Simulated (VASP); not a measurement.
# MgO in VASP: notebook

MgO is run at these levels: PBE; tasks: single point.

All numbers are computed with VASP 6.6.1; they aren't measurements. Logs are shortened: lines on timing, memory, paths and dates and some standing lists are left out, and cuts for length are marked.

### Step 1. The cell of the first run

It takes space group P2_1 (No. 4, monoclinic). The conventional cell has a = 3.315 Å, b = 5.122 Å, c = 3.315 Å, α = 90.00°, β = 120.00°, γ = 90.00°. Within 2.6 Å of Mg (site symmetry 1) lie 4 O at 1.99 to 2.01 Å. O (site symmetry 1) has 4 Mg at 1.99 to 2.01 Å within 2.6 Å.

### Step 2. Single point, PBE

File INCAR:

```
SYSTEM = MgO
ALGO     = Normal         ! electronic algorithm
EDIFF    = 1E-6           ! SCF threshold, eV
ENCUT    = 600            ! plane-wave cutoff, eV
GGA      = PE             ! functional
GGA_COMPAT= .False.      
ISIF     = 2              ! what is computed and relaxed
ISMEAR   = 0              ! smearing method
LASPH    = .True.         ! aspherical terms in the spheres
LCHARG   = .False.        ! write CHGCAR
LREAL    = .False.        ! projectors in reciprocal space
LWAVE    = .False.        ! write WAVECAR
NBANDS   = 16             ! bands
NELM     = 120            ! most SCF steps
PREC     = Accurate       ! precision mode
SIGMA    = 0.05           ! smearing width, eV
```

File KPOINTS:

```
k-points
0
Gamma
  9 9 6
  0 0 0
```

File POSCAR:

```
MgO
1.0
    3.3152854007      0.0000000000      0.0000000000
   -1.6576427004      2.8711213778      0.0000000000
    0.0000000000      0.0000000000      5.1215474231
Mg O
2 2
Direct
    0.3043056167      0.6536752271      0.0063188067
    0.6956943833      0.3463247729      0.5063188067
    0.3601534188      0.6786700745      0.3982811933
    0.6398465812      0.3213299255      0.8982811933
```

Potentials or basis: VASP PAW PBE potentials, release 64 (Mg, O).

Run with:

```bash
$ cat potpaw_PBE.64/Mg/POTCAR potpaw_PBE.64/O/POTCAR > POTCAR
$ mpirun -np 1 vasp_std > vasp.out
```

OUTCAR:

```text
SYSTEM = MgO
   EDIFF = 1E-6
   ENCUT = 600
   GGA = PE
   ISIF = 2
   ISMEAR = 0
   LASPH = .True.
   LREAL = .False.
   NELM = 120
   PREC = Accurate

 ion  position               nearest neighbor table
   1  0.304  0.654  0.006-   4 1.99   4 2.00   4 2.00   3 2.01   2 3.10   2 3.10   2 3.25   2 3.25
                             2 3.26   2 3.26
   2  0.696  0.346  0.506-   3 1.99   3 2.00   3 2.00   4 2.01   1 3.10   1 3.10   1 3.25   1 3.25
                             1 3.26   1 3.26
   3  0.360  0.679  0.398-   2 1.99   2 2.00   2 2.00   1 2.01
   4  0.640  0.321  0.898-   1 1.99   1 2.00   1 2.00   2 2.01

  LATTYP: Found a hexagonal cell.
 ALAT       =     3.3152854007
 C/A-ratio  =     1.5448285152

  Lattice vectors:

 A1 = (   3.3152854007,   0.0000000000,   0.0000000000)
 A2 = (  -1.6576427004,   2.8711213778,   0.0000000000)
 A3 = (   0.0000000000,   0.0000000000,   5.1215474231)

Analysis of symmetry for initial positions (statically):
=====================================================================
 Subroutine PRICEL returns:
 Original cell was already a primitive cell.

 Routine SETGRP: Setting up the symmetry group for a
 hexagonal supercell.

 Subroutine GETGRP returns: Found  2 space group operations
 (whereof  1 operations were pure point group operations)
 out of a pool of 24 trial point group operations.

The static configuration has the point symmetry C_1 .
 The point group associated with its full space group is C_2 .

Analysis of symmetry for dynamics (positions and initial velocities):
=====================================================================
 Subroutine PRICEL returns:
 Original cell was already a primitive cell.

 Routine SETGRP: Setting up the symmetry group for a
 hexagonal supercell.

 Subroutine GETGRP returns: Found  2 space group operations
 (whereof  1 operations were pure point group operations)
 out of a pool of 24 trial point group operations.

The dynamic configuration has the point symmetry C_1 .
 The point group associated with its full space group is C_2 .

 Subroutine INISYM returns: Found  2 space group operations
 (whereof  1 operations are pure point group operations),
 and found     1 'primitive' translations

----------------------------------------------------------------------------------------

                                     Primitive cell

  volume of cell :      48.7499

  direct lattice vectors                    reciprocal lattice vectors
     3.315285401  0.000000000  0.000000000     0.301633156  0.174147984  0.000000000
[... 95 lines left out ...]
   NFREE  =      0    steps in history (QN), initial steepest desc. (CG)
   ISIF   =      2    stress and relaxation
   ISYM   =      2    0-nonsym 1-usesym 2-fastsym
   POTIM  = 0.5000    time-step for ionic-motion
   TEBEG  =    0.0;   TEEND  =   0.0 temperature during run
   PSTRESS=    0.0 pullay stress
   NELECT =      16.0000    total number of electrons
   NUPDOWN=      -1.0000    fix difference up-down
   EMIN   =  10.00;   EMAX   =-10.00  energy-range for DOS
   EFERMI =   0.00;   METHOD = LEGACY
   ISMEAR =     0;   SIGMA  =   0.05  broadening in eV -4-tet -1-fermi 0-gaus
   EFERMI_NEDOS =   21; number of points for ismear=-14 and -15
   IALGO  =     38    algorithm
   IMIX   =      4    mixing-type and parameters
     AMIX     =   0.40;   BMIX     =  1.00
     AMIX_MAG =   1.60;   BMIX_MAG =  1.00
  volume/ion in A,a.u.               =      12.19        82.25
  Fermi-wavevector in a.u.,A,eV,Ry     =   1.129250  2.133974 17.350238  1.275207
  Thomas-Fermi vector in A             =   2.265943
   LORBIT       =      0    0 simple, 1 ext, 2 COOP (PROOUT), +10 PAW based schemes
   GGA     = PE    functional components
   LHFCALC =     F    Hartree Fock is set to
   AEXX    =    0.0000 exact exchange contribution
   IVDW    =     0    specifies the selected vdW correction
   LEPSILON=     F    determine dielectric tensor
   LRPA    =     F    only Hartree local field effects (RPA)
 non-spin polarized calculation
 Gauss-broadening in eV      SIGMA  =   0.05
  energy-cutoff  :      600.00
  volume of cell :       48.75
 maximum number of plane-waves:      1653
   NGX = 13   NGY = 13   NGZ = 21

 number of electron      16.0000004 magnetization

 Free energy of the ion-electron system (eV)
  ---------------------------------------------------
  ext. energy  EPLUGINS =         0.00000000
  ---------------------------------------------------
  free energy    TOTEN  =       -23.50631792 eV

  energy without entropy =      -23.50631792  energy(sigma->0) =      -23.50631792

 E-fermi :   1.1597     XC(G=0):  -9.6067

 val. band max:        0.9124246594   @ k =   0.0000   0.0000   0.0000
 cond. band min:       4.2590396651   @ k =   0.0000   0.0000   0.0000
 fundamental gap:      3.3466150057
 Fermi energy:         1.1597230853

 k-point     1 :       0.0000    0.0000    0.0000
  band No.  band energies     occupation
      1     -15.1844      2.00000
      2     -14.4619      2.00000
      3      -2.2422      2.00000
      4       0.2560      2.00000
      5       0.3151      2.00000
      6       0.5026      2.00000
[... 433 lines left out ...]
      3      -1.7235      2.00000
      4      -1.0939      2.00000
      5      -0.9054      2.00000
      6      -0.3187      2.00000
[... 8 lines left out ...]
     15      14.7824      0.00000
     16      16.5309      0.00000

 [... further k-points ...]

------------------------ aborting loop because EDIFF is reached ----------------------------------------

  FORCE on cell =-STRESS in cart. coord.  units (eV):
  Direction    XX          YY          ZZ          XY          YZ          ZX
  --------------------------------------------------------------------------------------
  -------------------------------------------------------------------------------------
  Total       -0.2931351     -0.2267503     -0.1651452     -0.0433189      0.0000000      0.0000000
  in kB       -9.6339585     -7.4522058     -5.4275386     -1.4236859      0.0000000      0.0000000
  external PRESSURE =      -7.5045676 kB  Pullay stress =       0.0000000 kB

 VOLUME and BASIS-vectors are now :
 -----------------------------------------------------------------------------
  energy-cutoff  :      600.00
  volume of cell :       48.75
      direct lattice vectors                 reciprocal lattice vectors
     3.315285401  0.000000000  0.000000000     0.301633156  0.174147984  0.000000000
    -1.657642700  2.871121378  0.000000000     0.000000000  0.348295968  0.000000000
     0.000000000  0.000000000  5.121547423     0.000000000  0.000000000  0.195253488

 POSITION                                       TOTAL-FORCE (eV/Angst)
 -----------------------------------------------------------------------------------
     -0.07470      1.87678      0.03236         0.248685      0.128462      0.037484
      1.73234      0.99434      2.59314        -0.248685     -0.128462      0.037484
      0.06902      1.94854      2.03982        -0.132293     -0.063628     -0.037484
      1.58862      0.92258      4.60059         0.132293      0.063628     -0.037484
 -----------------------------------------------------------------------------------
    total drift:                               -0.000000     -0.000000     -0.001912

  FREE ENERGIE OF THE ION-ELECTRON SYSTEM (eV)
  ---------------------------------------------------
  free  energy   TOTEN  =       -23.5063179166 eV

  energy  without entropy=      -23.5063179166  energy(sigma->0) =      -23.50631792
```

It took 1.8 min on 1 thread of Intel Xeon 6975P-C, shared host; peak memory 0.28 GiB.

Results:

```
Free energy            : -23.5063 eV
Pressure               : -0.8 GPa
Largest force          : 0.282 eV/Å
Band gap on the k mesh : 3.35 eV, direct
```

Forces on the atoms (eV/Å):
```
Mg   0.249  0.128  0.037
Mg  -0.249 -0.128  0.037
O   -0.132 -0.064 -0.037
O    0.132  0.064 -0.037
```

Stress tensor (GPa, compression positive):
```
-0.96 -0.14  0.00
-0.14 -0.75  0.00
 0.00  0.00 -0.54
```

Levels at points of the mesh, in eV from the valence-band top:
| k point | band 4 | band 5 | band 6 | band 7 | band 8 | band 9 | band 10 | band 11 | band 12 | band 13 |
| --- | --- | --- | --- | --- | --- | --- | --- | --- | --- | --- |
| (0.00, 0.00, 0.00) | -0.66 | -0.60 | -0.41 | -0.26 | 0.00 | 3.35 | 8.29 | 9.97 | 13.89 | 14.38 |
| (0.00, 0.00, 0.50) | -1.95 | -0.50 | -0.50 | -0.46 | -0.46 | 5.79 | 5.79 | 12.82 | 12.82 | 14.58 |

### Step 3. Single point, PBE (mode 4 frozen in at +0.000 Å and mode 5 at +0.112 Å (largest displacements))

File INCAR:

```
SYSTEM = MgO
  PREC = Accurate
  ENCUT = 520
  EDIFF = 1E-6
  ISMEAR = 0
  SIGMA = 0.05
  LREAL = .False.
  LASPH = .True.
  NELM = 100
  ALGO = Normal
  ISIF = 2
  LWAVE = .False.
  LCHARG = .False.
  GGA = PE
  NBANDS = 16
```

File KPOINTS:

```
regular mesh
0
Gamma
  9 9 6
  0 0 0
```

File POSCAR:

```
MgO
1.0
    3.3152854007      0.0000000000      0.0000000000
   -1.6576427004      2.8711213778      0.0000000000
    0.0000000000      0.0000000000      5.1215474231
Mg O
2 2
Direct
    0.3528379075      0.7056758151      0.0063188067
    0.6471620925      0.2943241849      0.5063188067
    0.3153121313      0.6306242625      0.3982811933
    0.6846878687      0.3693757375      0.8982811933
```

Potentials or basis: VASP PAW PBE potentials, release 64 (Mg, O).

Run with:

```bash
$ cat potpaw_PBE.64/Mg/POTCAR potpaw_PBE.64/O/POTCAR > POTCAR
$ mpirun -np 1 vasp_std > vasp.out
```

Wall time 34 s (1 thread of Intel Xeon 6975P-C (Granite Rapids), shared host); peak memory 0.22 GiB.

It converged, with:

| Item | Value |
| --- | --- |
| Free energy | -23.4727 eV |
| Pressure | -0.7 GPa |
| Largest force | 0.390 eV/Å |
| Band gap on the k mesh | 3.31 eV, direct |

Forces on the atoms (eV/Å):
```
Mg   0.000 -0.384  0.064
Mg   0.000  0.384  0.064
O    0.000  0.191 -0.064
O    0.000 -0.191 -0.064
```

Stress tensor (GPa, compression positive):
```
-0.52  0.00  0.00
 0.00 -1.18  0.00
 0.00  0.00 -0.29
```

Levels at points of the mesh, in eV from the valence-band top:
```
           k point  band 4  band 5  band 6  band 7  band 8  band 9  band 10  band 11  band 12  band 13
(0.00, 0.00, 0.00)   -0.68   -0.61   -0.46   -0.26    0.00    3.31     8.25     9.93    13.79    14.46
(0.00, 0.00, 0.50)   -1.96   -0.53   -0.53   -0.48   -0.48    5.75     5.75    12.77    12.77    14.57
```

Caveat: the cell differs from its parent crystal (mode 4 frozen in at +0.000 Å and mode 5 at +0.112 Å (largest displacements)).
